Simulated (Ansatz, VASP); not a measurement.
ReS in VASP and in Ansatz

```
Re S
1.0
     0.00000    2.70285    2.70285
     2.70285    0.00000    2.70285
     2.70285    2.70285    0.00000
Re S
1 1
Cartesian
  0.0000 0.0000 0.0000
  1.3514 1.3514 1.3514
```

Alike in both runs: task single point; functional PBE; k mesh 12 × 12 × 12; occupations gaussian, width 0.05 eV; collinear spin.

|  | VASP | Ansatz |
| --- | --- | --- |
| version | VASP 6.6.1 | Ansatz 0.2.0 |
| potentials or method | VASP PAW PBE potentials, release 64 (Re, S), cutoff 520 eV | scalar-relativistic, plane waves, PAW |
| valence electrons in the cell | 13 | 21 |

```tsv
	VASP	Ansatz	Ansatz less VASP
gap on the k mesh at the Fermi level (eV)	none	none	-
pressure (GPa)	-12.9	-13.5	-0.61
net moment per atom (μB)	0.07	0.10	+0.030
size of the moment on the site where the two differ most (μB)	0.14	0.13	-0.008
```

Site moments also hang on the region over which each program counts them. A gap of «none» marks a metal or a gap that the smearing closes. VASP's potentials hold 13 valence electrons a cell and Ansatz's 21, so a difference there can come from the potentials and not from the codes.

Neither program's run includes spin-orbit coupling.
